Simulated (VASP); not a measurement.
Input of a VASP 6.6.1 run:

Contents of INCAR:

```
SYSTEM = BeS
PREC = Accurate ; ENCUT = 600
EDIFF = 1E-6 ; ISMEAR = 0
SIGMA = 0.01 ; LREAL = .FALSE.
LASPH = .TRUE. ; NELM = 120
ALGO = Normal ; ISIF = 2
LWAVE = .FALSE. ; LCHARG = .TRUE.
GGA = PS ; LELF = .TRUE.
LVHAR = .TRUE. ; NBANDS = 11
GGA_COMPAT = .FALSE.
```

File KPOINTS:

```
regular mesh
0
G
  6 6 6
  0 0 0
```

POSCAR

```
BeS
1.0
    0.0000000000      2.4343066366      2.4343066366
    2.4343066366      0.0000000000      2.4343066366
    2.4343066366      2.4343066366      0.0000000000
Be S
1 1
Direct
    0.0000000000      0.0000000000      0.0000000000
    0.2500000000      0.2500000000      0.2500000000
```

Potentials or basis: VASP PAW PBE potentials, release 64 (Be, S).

Launch:

```console
$ cat potpaw_PBE.64/Be/POTCAR potpaw_PBE.64/S/POTCAR > POTCAR
$ mpirun -np 1 vasp_std > vasp.out
```

Estimate the pressure.

-1.6 GPa.

Estimate the band gap on the k mesh.

2.95 eV (least direct gap 5.59 eV).

Caveat: the PAW data sets were made with another functional, which shifts forces and pressure a little. PBEsol gaps usually lie below the measured ones, often by a third to a half.
